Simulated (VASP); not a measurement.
KCl:

```xyz
2
Lattice="3.8392 0.0000 0.0000 0.0000 3.8392 0.0000 0.0000 0.0000 3.8392" Properties=species:S:1:pos:R:3 pbc="T T T"
K     0.0000    0.0000    0.0000
Cl    1.9196    1.9196    1.9196
```

Base run:

| Quantity | Value |
| --- | --- |
| Program | VASP 6.6.1 |
| Functional | HSE06 |
| Potentials or basis | VASP PAW PBE potentials, release 64 (K_sv, Cl) |
| Cutoff | 520 eV |
| k mesh | 4 × 4 × 4 |
| Occupations | fermi-dirac, width 0.05 eV |
| Spin | no spin polarisation |

Its results: band gap on the k mesh 6.12 eV (least direct gap 6.33 eV); pressure -0.4 GPa.

Question: The run is repeated on the same cell with these changes: functional from HSE06 to PBE0. What comes out?

Answer: Band gap on the k mesh 6.86 eV (least direct gap 7.08 eV); pressure -0.5 GPa.

Caveats: the PAW data sets were made with another functional, which shifts forces and pressure a little.

A k mesh can miss the band edges.
